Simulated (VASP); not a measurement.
**Sn2PbO3: relaxation of cell and atoms with PBE**

Crystal: Sn2PbO3.

```
Sn Pb O
1.0
     3.90347    0.00000    0.00000
     0.00000    3.90347    0.00000
     0.00000    0.00000   15.00587
Sn Pb O
4 2 6
Direct
  0.00000 0.50000 0.91179
  0.00000 0.50000 0.57846
  0.50000 0.00000 0.08821
  0.50000 0.00000 0.42154
  0.00000 0.50000 0.24512
  0.50000 0.00000 0.75488
  0.50000 0.50000 0.83333
  0.50000 0.50000 0.16667
  0.50000 0.50000 0.50000
  0.00000 0.00000 0.83333
  0.00000 0.00000 0.16667
  0.00000 0.00000 0.50000
```

```
Program                : VASP 6.6.1
Task                   : relaxation of cell and atoms
Functional             : PBE
Potentials or basis    : VASP PAW PBE potentials, release 64 (Sn_d, Pb_d, O)
Cutoff                 : 600 eV
k mesh                 : 4 × 4 × 1
Occupations            : gaussian, width 0.1 eV
Spin                   : no spin polarisation
Dipole correction      : no
Further INCAR settings : ALGO = Normal; EDIFF = 1e-07; IBRION = 2; EDIFFG = -0.04; NSW = 90; ISIF = 3
```

```yaml
Relaxed_volume: 20.03 Å³/atom
Relaxed_cell: a = 3.936 Å, b = 3.936 Å, c = 15.512 Å, α = 90.00°, β = 90.00°, γ = 90.00°
Space_group_after_relaxing_to_0.1_Å: P4/nmm (No. 129)
Energy_gained_by_relaxing: 12.6 meV/atom
Ionic_steps: 9
Pressure_after_relaxing: -0.1 GPa
Largest_force_after_relaxing: 0.019 eV/Å
Band_gap_on_the_k_mesh: 0.67 eV (least direct gap 1.28 eV)
```

Forces on the atoms (eV/Å):
```
Sn   0.000  0.000  0.019
Sn   0.000  0.000  0.000
Sn   0.000  0.000 -0.019
Sn   0.000  0.000  0.000
Pb   0.000  0.000 -0.018
Pb   0.000  0.000  0.018
O    0.000  0.000  0.016
O    0.000  0.000 -0.016
O    0.000  0.000  0.000
O    0.000  0.000  0.016
O    0.000  0.000 -0.016
O    0.000  0.000  0.000
```

Stress tensor (GPa, compression positive):
```
-0.22  0.00  0.00
 0.00 -0.22  0.00
 0.00  0.00  0.25
```

Step by step:
| step | energy change (eV) | largest force (eV/Å) | pressure (GPa) | volume (Å³) |
| --- | --- | --- | --- | --- |
| 1 | 0.0000 | 0.9744 | 1.57 | 228.65 |
| 2 | -0.1023 | 0.4898 | -0.97 | 234.89 |
| 3 | -0.1112 | 0.4615 | -0.45 | 233.47 |
| 4 | -0.1245 | 0.1101 | 0.54 | 232.38 |
| 5 | -0.1248 | 0.1200 | 0.42 | 232.51 |
| 6 | -0.1310 | 0.1061 | 0.25 | 233.83 |
| 7 | -0.1346 | 0.1440 | 0.03 | 235.81 |
| 8 | -0.1404 | 0.1042 | 0.00 | 236.94 |
| 9 | -0.1514 | 0.0190 | -0.07 | 240.31 |

Final structure:
```
CELL_PARAMETERS angstrom
3.93602 0.00000 0.00000
0.00000 3.93602 0.00000
0.00000 0.00000 15.51155
ATOMIC_POSITIONS crystal
Sn 0.00000 0.50000 0.90904
Sn 0.00000 0.50000 0.57340
Sn 0.50000 0.00000 0.09096
Sn 0.50000 0.00000 0.42660
Pb 0.00000 0.50000 0.24412
Pb 0.50000 0.00000 0.75588
O 0.50000 0.50000 0.83596
O 0.50000 0.50000 0.16404
O 0.50000 0.50000 0.50000
O 0.00000 0.00000 0.83596
O 0.00000 0.00000 0.16404
O 0.00000 0.00000 0.50000
```

Levels at points of the mesh, in eV from the valence-band top:
| k point | band 58 | band 59 | band 60 | band 61 | band 62 | band 63 |
| --- | --- | --- | --- | --- | --- | --- |
| (0.00, 0.00, 0.00) | -1.33 | -0.95 | 0.00 | 1.28 | 1.46 | 2.14 |
| (0.50, 0.00, 0.00) | -1.83 | -1.05 | -1.05 | 2.14 | 2.14 | 2.61 |
| (0.50, 0.50, 0.00) | -1.35 | -1.22 | -1.22 | 0.67 | 0.67 | 1.87 |

Run time: 19 min on 1 thread of Intel(R) Xeon(R) Platinum 8488C (Sapphire Rapids), on a shared host, peak memory 0.42 GiB.

Caveat: spin-orbit coupling is left out, which moves the levels of the heavy elements. A k mesh can miss the band edges.
